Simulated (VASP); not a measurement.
Crystal: MoS2.

```xyz
6
Lattice="3.1043 0.0000 0.0000 -1.5522 2.6884 0.0000 0.0000 0.0000 12.0724" Properties=species:S:1:pos:R:3 pbc="T T T"
Mo    1.5522    0.8961    9.0543
Mo    0.0000    1.7923    3.0181
S     1.5522    0.8961    4.5513
S     0.0000    1.7923   10.5875
S     1.5522    0.8961    1.4849
S     0.0000    1.7923    7.5211
```

Base run:

* Program: VASP 6.6.1
* Functional: PBE
* Potentials or basis: VASP PAW PBE potentials, release 64 (Mo_sv, S)
* Cutoff: 520 eV
* k mesh: 10 × 10 × 3
* Occupations: fermi-dirac, width 0.05 eV
* Spin: no spin polarisation

Its results: band gap on the k mesh 0.88 eV, indirect (least direct gap 2.03 eV); pressure 12.6 GPa; largest force 0.988 eV/Å.

The run is repeated on the same cell with these changes: further incar settings from ALGO = Normal; EDIFF = 1e-06; NBANDS = 35 to ALGO = Normal; EDIFF = 1e-07; NBANDS = 35; dispersion from none to D3(BJ). What comes out?

Band gap on the k mesh 0.88 eV, indirect (least direct gap 2.03 eV); pressure 8.1 GPa; largest force 0.993 eV/Å.

Caveats: this functional lacks dispersion, which binds the layers, so the pressure and a relaxed spacing across them are unreliable (some runs).

A k mesh can miss the band edges.
